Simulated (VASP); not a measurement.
Runs of VASP 6.6.1 on YHSe. The structure is that of space group P-6m2 (No. 187), or close to it. The cells are those of the table. 

| task | cell | gap on the mesh (eV) | pressure (GPa) |
| --- | --- | --- | --- |
| relaxation of cell and atoms | relaxed to 4 GPa from a = 3.764, b = 3.764, c = 3.815 Å, angles 90.0, 90.0, 120.0°, 3 atoms | 1.30 | 4.0 |
| single point | a = 3.578, b = 3.578, c = 3.629 Å, angles 90.0, 90.0, 120.0°, 3 atoms | 1.29 | (a) |
| relaxation of cell and atoms | relaxed to 12 GPa from a = 3.764, b = 3.764, c = 3.815 Å, angles 90.0, 90.0, 120.0°, 3 atoms | 1.30 | 12.0 |
| single point | a = 3.640, b = 3.640, c = 3.689 Å, angles 90.0, 90.0, 120.0°, 3 atoms | 1.30 | 12.1 |
| single point | a = 3.716, b = 3.716, c = 3.766 Å, angles 90.0, 90.0, 120.0°, 3 atoms | 1.30 | 4.1 |

Alike in all rows: level LDA; potentials or basis VASP PAW LDA potentials, release 64 (Y_sv, H, Se); no spin polarisation; k mesh 9 × 9 × 8; cutoff (eV) 500; smearing gaussian 0.01 eV.

Problem. Estimate the missing entries.

Solution. (a) 20.2.

Caveats: an odd mesh through Γ misses points on the zone boundary, where band edges can lie; the cell stands under pressure (at least some runs); the cell is relaxed towards a set pressure, so the run minimises the enthalpy, not the energy (at least some runs).

A k mesh can miss the band edges, and the runs leave out spin-orbit coupling on Se, Y.
